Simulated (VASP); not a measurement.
# Ba (Pm-3m) in VASP: single point with r2SCAN

Aim: the single point of Ba with r2SCAN.

Program: VASP 6.6.1. These are calculated values, not measurements. Logs are shortened: lines on timing, memory, paths and dates and some standing lists are left out, and cuts for length are marked.

## 1. The cell of the first run

It takes space group Pm-3m (No. 221, cubic). The conventional cell has a = 3.604 Å, b = 3.604 Å, c = 3.604 Å, α = 90.00°, β = 90.00°, γ = 90.00°. Within 4.7 Å of Ba (site symmetry m-3m) lie 6 Ba at 3.60 Å.

## 2. Single point, r2SCAN (strain -0.080 along x and y, -0.080 along z)

File POSCAR:

```
Ba
1.0
    3.6043001373      0.0000000000      0.0000000000
    0.0000000000      3.6043001373      0.0000000000
    0.0000000000      0.0000000000      3.6043001373
Ba
1
Direct
    0.0000000000      0.0000000000      0.0000000000
```

File INCAR.step1:

```
PREC = Accurate
ENCUT = 520
ISMEAR = 0
SIGMA = 0.15
LREAL = F
LASPH = T
NELM = 100
NBANDS = 11
GGA = PE
ALGO = Normal
EDIFF = 1E-4
LWAVE = T
LCHARG = F
```

File INCAR.step2:

```
PREC = Accurate
ENCUT = 520
EDIFF = 1E-7
ISMEAR = 0
SIGMA = 0.15
LREAL = F
LASPH = T
NELM = 100
ALGO = Normal
ISIF = 2
LWAVE = F
LCHARG = T
METAGGA = R2SCAN
LMIXTAU = T
LELF = T
LVHAR = T
NBANDS = 11
ISTART = 1
```

File KPOINTS:

```
Automatic mesh
0
Gamma
  12 12 12
```

Potentials or basis: VASP PAW PBE potentials, release 64 (Ba_sv).

Launch:

```
cat potpaw_PBE.64/Ba_sv/POTCAR > POTCAR
cp INCAR.step1 INCAR
mpirun -np 1 vasp_std > vasp.out
cp INCAR.step2 INCAR
mpirun -np 1 vasp_std > vasp.out
```

OUTCAR:

```text
PREC = Accurate
   ENCUT = 520
   EDIFF = 1E-7
   ISMEAR = 0
   LREAL = F
   LASPH = T
   NELM = 100
   ISIF = 2
   METAGGA = R2SCAN
   ISTART = 1

 ion  position               nearest neighbor table
   1  0.000  0.000  0.000-

  LATTYP: Found a simple cubic cell.
 ALAT       =     3.6043001373

  Lattice vectors:

 A1 = (   3.6043001373,   0.0000000000,   0.0000000000)
 A2 = (   0.0000000000,   3.6043001373,   0.0000000000)
 A3 = (   0.0000000000,   0.0000000000,   3.6043001373)

Analysis of symmetry for initial positions (statically):
=====================================================================
 Subroutine PRICEL returns:
 Original cell was already a primitive cell.

 Routine SETGRP: Setting up the symmetry group for a
 simple cubic supercell.

 Subroutine GETGRP returns: Found 48 space group operations
 (whereof 48 operations were pure point group operations)
 out of a pool of 48 trial point group operations.

The static configuration has the point symmetry O_h .

Analysis of symmetry for dynamics (positions and initial velocities):
=====================================================================
 Subroutine PRICEL returns:
 Original cell was already a primitive cell.

 Routine SETGRP: Setting up the symmetry group for a
 simple cubic supercell.

 Subroutine GETGRP returns: Found 48 space group operations
 (whereof 48 operations were pure point group operations)
 out of a pool of 48 trial point group operations.

The dynamic configuration has the point symmetry O_h .

 Subroutine INISYM returns: Found 48 space group operations
 (whereof 48 operations are pure point group operations),
 and found     1 'primitive' translations

----------------------------------------------------------------------------------------

                                     Primitive cell

  volume of cell :      46.8234

  direct lattice vectors                    reciprocal lattice vectors
     3.604300137  0.000000000  0.000000000     0.277446373  0.000000000  0.000000000
     0.000000000  3.604300137  0.000000000     0.000000000  0.277446373  0.000000000
     0.000000000  0.000000000  3.604300137     0.000000000  0.000000000  0.277446373

  length of vectors
     3.604300137  3.604300137  3.604300137     0.277446373  0.277446373  0.277446373

  position of ions in fractional coordinates (direct lattice)
     0.000000000  0.000000000  0.000000000

  ion indices of the primitive-cell ions
   primitive index   ion index
                 1           1

----------------------------------------------------------------------------------------

 KPOINTS: Automatic mesh

Automatic generation of k-mesh.
 Grid dimensions read from file:
 generate k-points for:   12   12   12

 Generating k-lattice:

  Cartesian coordinates                     Fractional coordinates (reciprocal lattice)
     0.023120531  0.000000000  0.000000000     0.083333333  0.000000000  0.000000000
     0.000000000  0.023120531  0.000000000     0.000000000  0.083333333  0.000000000
     0.000000000  0.000000000  0.023120531     0.000000000  0.000000000  0.083333333

  Length of vectors
     0.023120531  0.023120531  0.023120531

  Shift w.r.t. Gamma in fractional coordinates (k-lattice)
     0.000000000  0.000000000  0.000000000

 Subroutine IBZKPT returns following result:
 ===========================================

 Found     84 irreducible k-points:

 Following reciprocal coordinates:
            Coordinates               Weight
  0.000000  0.000000  0.000000      1.000000
  0.083333  0.000000  0.000000      6.000000
  0.166667  0.000000  0.000000      6.000000
  0.250000  0.000000  0.000000      6.000000
  0.333333  0.000000  0.000000      6.000000
  0.416667  0.000000  0.000000      6.000000
[... 16 lines left out ...]
  0.333333  0.333333  0.000000     12.000000
  0.416667  0.333333  0.000000     24.000000
 [... further k-points ...]
   k-points           NKPTS =     84   k-points in BZ     NKDIM =     84   number of bands    NBANDS=     11
   number of dos      NEDOS =    301   number of ions     NIONS =      1
   total plane-waves  NPLWV =  21952
   dimension x,y,z NGX =    28 NGY =   28 NGZ =   28
   dimension x,y,z NGXF=    56 NGYF=   56 NGZF=   56
   ions per type =               1
   NGX,Y,Z   is equivalent  to a cutoff of  12.91, 12.91, 12.91 a.u.
   NGXF,Y,Z  is equivalent  to a cutoff of  25.83, 25.83, 25.83 a.u.
 SYSTEM =  unknown system
   PREC   = accura    normal or accurate (medium, high low for compatibility)
   ISTART =      1    job   : 0-new  1-cont  2-samecut
   ICHARG =      0    charge: 1-file 2-atom 10-const
   ISPIN  =      1    spin polarized calculation?
   LNONCOLLINEAR =      F non collinear calculations
   LSORBIT =      F    spin-orbit coupling
   LASPH  =      T    aspherical Exc in radial PAW
   ENCUT  =  520.0 eV  38.22 Ry    6.18 a.u.   6.70  6.70  6.70*2*pi/ulx,y,z
   NELM   =    100;   NELMIN=  2; NELMDL=  0     # of ELM steps
   EDIFF  = 0.1E-06   stopping-criterion for ELM
   LREAL  =      F    real-space projection
   EDIFFG = 0.1E-05   stopping-criterion for IOM
   NSW    =      0    number of steps for IOM
   IBRION =     -1    ionic relax: 0-MD 1-quasi-New 2-CG
   NFREE  =      0    steps in history (QN), initial steepest desc. (CG)
   ISIF   =      2    stress and relaxation
   ISYM   =      2    0-nonsym 1-usesym 2-fastsym
   POTIM  = 0.5000    time-step for ionic-motion
   TEBEG  =    0.0;   TEEND  =   0.0 temperature during run
   PSTRESS=    0.0 pullay stress
   NELECT =      10.0000    total number of electrons
   NUPDOWN=      -1.0000    fix difference up-down
   EMIN   =  10.00;   EMAX   =-10.00  energy-range for DOS
   EFERMI =   0.00;   METHOD = LEGACY
   ISMEAR =     0;   SIGMA  =   0.15  broadening in eV -4-tet -1-fermi 0-gaus
   EFERMI_NEDOS =   21; number of points for ismear=-14 and -15
   IALGO  =     38    algorithm
   IMIX   =      4    mixing-type and parameters
     AMIX     =   0.40;   BMIX     =  1.00
     AMIX_MAG =   1.60;   BMIX_MAG =  1.00
  volume/ion in A,a.u.               =      46.82       315.98
  Fermi-wavevector in a.u.,A,eV,Ry     =   0.978559  1.849209 13.028648  0.957579
  Thomas-Fermi vector in A             =   2.109344
   LORBIT       =      0    0 simple, 1 ext, 2 COOP (PROOUT), +10 PAW based schemes
   METAGGA = R2SCAN    functional components
   LHFCALC =     F    Hartree Fock is set to
   AEXX    =    0.0000 exact exchange contribution
   IVDW    =     0    specifies the selected vdW correction
   LEPSILON=     F    determine dielectric tensor
   LRPA    =     F    only Hartree local field effects (RPA)
 non-spin polarized calculation
 Gauss-broadening in eV      SIGMA  =   0.15
  energy-cutoff  :      520.00
  volume of cell :       46.82
 maximum number of plane-waves:      1328
 NGX is ok and might be reduce to    28
   NGX = 13   NGY = 13   NGZ = 13

 number of electron      10.0000001 magnetization

 Free energy of the ion-electron system (eV)
  ---------------------------------------------------
  ext. energy  EPLUGINS =         0.00000000
  ---------------------------------------------------
  free energy    TOTEN  =       -26.05996044 eV

  energy without entropy =      -26.05275574  energy(sigma->0) =      -26.05635809

 E-fermi :   2.8532     XC(G=0):  -8.9095

 val. band max:        2.8168138488   @ k =   0.0833   0.0000   0.0000
 cond. band min:       2.8604180205   @ k =   0.5000   0.1667   0.1667
 fundamental gap:      0.0436041718
 Fermi energy:         2.8532071183

 k-point     1 :       0.0000    0.0000    0.0000
  band No.  band energies     occupation
      1     -27.2492      2.00000
      2     -11.2960      2.00000
      3     -11.2960      2.00000
      4     -11.2960      2.00000
      5       0.1857      2.00000
      6       2.7711      1.56103
      7       2.7711      1.56103
      8       9.3725      0.00000
      9       9.3725      0.00000
     10       9.3725      0.00000
     11      12.7170      0.00000

 k-point     2 :       0.0833    0.0000    0.0000
  band No.  band energies     occupation
      1     -27.2381      2.00000
      2     -11.4129      2.00000
      3     -11.2860      2.00000
      4     -11.2860      2.00000
      5       0.3355      2.00000
      6       2.8168      1.26849
      7       2.9559      0.33284
      8       8.9558      0.00000
      9       8.9558      0.00000
     10       9.3975      0.00000
     11      12.1077      0.00000

 k-point     3 :       0.1667    0.0000    0.0000
  band No.  band energies     occupation
      1     -27.2075      2.00000
      2     -11.7171      2.00000
      3     -11.2585      2.00000
      4     -11.2585      2.00000
      5       0.7232      2.00000
      6       2.9470      0.37635
      7       3.4770      0.00000
      8       8.1297      0.00000
      9       8.1297      0.00000
     10       9.4671      0.00000
     11      11.0519      0.00000

 k-point     4 :       0.2500    0.0000    0.0000
  band No.  band energies     occupation
      1     -27.1652      2.00000
      2     -12.1019      2.00000
      3     -11.2204      2.00000
      4     -11.2204      2.00000
      5       1.2374      2.00000
      6       3.1396      0.00692
      7       4.1500      0.00000
      8       7.3165      0.00000
      9       7.3165      0.00000
     10       9.5656      0.00000
     11      10.2955      0.00000

 k-point     5 :       0.3333    0.0000    0.0000
  band No.  band energies     occupation
      1     -27.1221      2.00000
      2     -12.4583      2.00000
      3     -11.1818      2.00000
      4     -11.1818      2.00000
      5       1.8043      2.00000
      6       3.3533      0.00000
      7       4.5524      0.00000
      8       6.6742      0.00000
      9       6.6742      0.00000
     10       9.6684      0.00000
     11      10.3363      0.00000
[... 211 lines left out ...]
 k-point    21 :       0.4167    0.2500    0.0000
  band No.  band energies     occupation
      1     -27.0094      2.00000
      2     -12.5829      2.00000
      3     -11.9028      2.00000
      4     -11.0828      2.00000
      5       2.2928      2.00000
      6       3.4588      0.00000
      7       5.4542      0.00000
      8       6.6017      0.00000
      9       6.9739      0.00000
     10       7.9722      0.00000
     11      11.2218      0.00000

 k-point    22 :       0.5000    0.2500    0.0000
  band No.  band energies     occupation
      1     -26.9979      2.00000
      2     -12.6676      2.00000
      3     -11.8882      2.00000
      4     -11.0726      2.00000
      5       2.2748      2.00000
      6       3.4947      0.00000
      7       5.4699      0.00000
      8       6.4706      0.00000
      9       7.0793      0.00000
     10       8.0160      0.00000
     11      11.5826      0.00000

 k-point    23 :       0.3333    0.3333    0.0000
  band No.  band energies     occupation
      1     -26.9990      2.00000
      2     -12.3050      2.00000
      3     -12.2619      2.00000
      4     -11.0739      2.00000
      5       2.0080      2.00000
      6       3.5304      0.00000
      7       6.4648      0.00000
      8       6.6203      0.00000
      9       7.0521      0.00000
     10       7.3524      0.00000
     11      10.8698      0.00000

 k-point    24 :       0.4167    0.3333    0.0000
  band No.  band energies     occupation
      1     -26.9681      2.00000
      2     -12.5199      2.00000
      3     -12.2384      2.00000
      4     -11.0469      2.00000
      5       1.7327      2.00000
      6       3.7211      0.00000
      7       6.6502      0.00000
      8       6.7897      0.00000
      9       7.2536      0.00000
     10       7.3616      0.00000
     11      11.0038      0.00000

 [... further k-points ...]

------------------------ aborting loop because EDIFF is reached ----------------------------------------

  FORCE on cell =-STRESS in cart. coord.  units (eV):
  Direction    XX          YY          ZZ          XY          YZ          ZX
  --------------------------------------------------------------------------------------
  -------------------------------------------------------------------------------------
  Total        1.0241483      1.0241483      1.0241483      0.0000000      0.0000000      0.0000000
  in kB       35.0437517     35.0437517     35.0437517      0.0000000      0.0000000      0.0000000
  external PRESSURE =      35.0437517 kB  Pullay stress =       0.0000000 kB

 VOLUME and BASIS-vectors are now :
 -----------------------------------------------------------------------------
  energy-cutoff  :      520.00
  volume of cell :       46.82
      direct lattice vectors                 reciprocal lattice vectors
     3.604300137  0.000000000  0.000000000     0.277446373  0.000000000  0.000000000
     0.000000000  3.604300137  0.000000000     0.000000000  0.277446373  0.000000000
     0.000000000  0.000000000  3.604300137     0.000000000  0.000000000  0.277446373

 POSITION                                       TOTAL-FORCE (eV/Angst)
 -----------------------------------------------------------------------------------
      0.00000      0.00000      0.00000         0.000000      0.000000      0.000000
 -----------------------------------------------------------------------------------
    total drift:                               -0.000000      0.000000     -0.000000

  FREE ENERGIE OF THE ION-ELECTRON SYSTEM (eV)
  ---------------------------------------------------
  free  energy   TOTEN  =       -26.0599604433 eV

  energy  without entropy=      -26.0527557380  energy(sigma->0) =      -26.05635809
```

It took 80 s on 1 thread of Intel Xeon Platinum 8488C (Sapphire Rapids), shared host; peak memory 0.19 GiB.

What came out:

```yaml
Free_energy: -26.0600 eV
Pressure: 3.5 GPa
Band_gap_on_the_k_mesh: zero (band 5 reaches 3.08 eV, above the bottom of band 6 at 2.43 eV)
```

Caveat: the cell differs from its parent crystal (strain -0.080 along x and y, -0.080 along z); the PAW data sets were made with another functional, which shifts forces and pressure a little; spin-orbit coupling is left out, which moves the levels of the heavy elements.
